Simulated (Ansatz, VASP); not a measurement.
Two plane-wave programs on AsO

```
As O
1.0
     2.87966    0.00000    0.00000
     0.00000    2.87966    0.00000
     0.00000    0.00000    3.69714
As O
1 1
Direct
  0.00000 0.00000 0.50000
  0.00000 0.00000 0.00000
```

Alike in both runs: functional PBE; k mesh 20 × 20 × 16; occupations gaussian, width 0.1 eV; no spin polarisation.

Ansatz relaxed the structure, and its values are those at the end. VASP's run is a single point on that final structure, the one shown.

|  | VASP | Ansatz |
| --- | --- | --- |
| version | VASP 6.6.1 | Ansatz 0.2.0 |
| potentials or method | VASP PAW PBE potentials, release 64 (As, O), cutoff 520 eV | scalar-relativistic, plane waves, PAW |
| valence electrons in the cell | 11 | 21 |

Ansatz gave:

```
gap on the k mesh at the Fermi level (eV) : none
pressure (GPa)                            : 0.0
```

Question: Which values does VASP return?

Answer: gap on the k mesh at the Fermi level (eV): none; pressure (GPa): 0.5.

A gap of «none» marks a metal or a gap that the smearing closes. The functional is the same, so the differences come from potentials, cutoffs and numerics. VASP's potentials hold 11 valence electrons a cell and Ansatz's 21, so a difference there can come from the potentials and not from the codes.
